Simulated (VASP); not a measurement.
Runs of VASP 6.6.1 on Be2C. The structure is that of space group Fm-3m (No. 225), or close to it. The cells are those of the table. 

| level | potentials or basis | cell | gap on the mesh (eV) | pressure (GPa) |
| --- | --- | --- | --- | --- |
| LDA | VASP PAW LDA potentials, release 64 (Be, C) | a = 2.977 Å, angles 60.0°, 3 atoms | 1.22 | 10.1 |
| PBEsol | VASP PAW PBE potentials, release 64 (Be, C) | a = 3.028 Å, angles 60.0°, 3 atoms | 1.07 | 4.9 |
| PBE+D3(BJ) | VASP PAW PBE potentials, release 64 (Be, C) | a = 2.981 Å, angles 60.0°, 3 atoms | 1.19 | 9.7 |
| PBE+D3(BJ) | VASP PAW PBE potentials, release 64 (Be, C) | a = 3.008 Å, angles 60.0°, 3 atoms | 1.18 | 3.4 |
| LDA | VASP PAW LDA potentials, release 64 (Be, C) | a = 3.018 Å, angles 60.0°, 3 atoms | 1.20 | 0.6 |
| PBEsol | VASP PAW PBE potentials, release 64 (Be, C) | a = 3.007 Å, angles 60.0°, 3 atoms | 1.08 | 9.7 |
| PBEsol | VASP PAW PBE potentials, release 64 (Be, C) | a = 3.043 Å, angles 60.0°, 3 atoms | 1.07 | (a) |
| PBE+D3(BJ) | VASP PAW PBE potentials, release 64 (Be, C) | a = 3.042 Å, angles 60.0°, 3 atoms | 1.17 | (c) |
| PBEsol | VASP PAW PBE potentials, release 64 (Be, C) | a = 3.048 Å, angles 60.0°, 3 atoms | 1.07 | 0.6 |
| PBE+D3(BJ) | VASP PAW PBE potentials, release 64 (Be, C) | a = 3.022 Å, angles 60.0°, 3 atoms | 1.17 | (b) |
| PBE+D3(BJ) | VASP PAW PBE potentials, release 64 (Be, C) | a = 3.002 Å, angles 60.0°, 3 atoms | 1.18 | 4.8 |
| LDA | VASP PAW LDA potentials, release 64 (Be, C) | a = 3.002 Å, angles 60.0°, 3 atoms | 1.21 | 4.2 |

Alike in all rows: task single point; no spin polarisation; k mesh 10 × 10 × 10; cutoff (eV) 600; smearing gaussian 0.05 eV.

Q: Estimate the missing entries.

A: (a) 1.6; (b) 0.3; (c) -3.8.

Caveats: the cell stands under pressure (at least some runs); the PAW data sets were made with another functional, which shifts forces and pressure a little (at least some runs); the cell stands under tension (at least some runs).

A k mesh can miss the band edges.
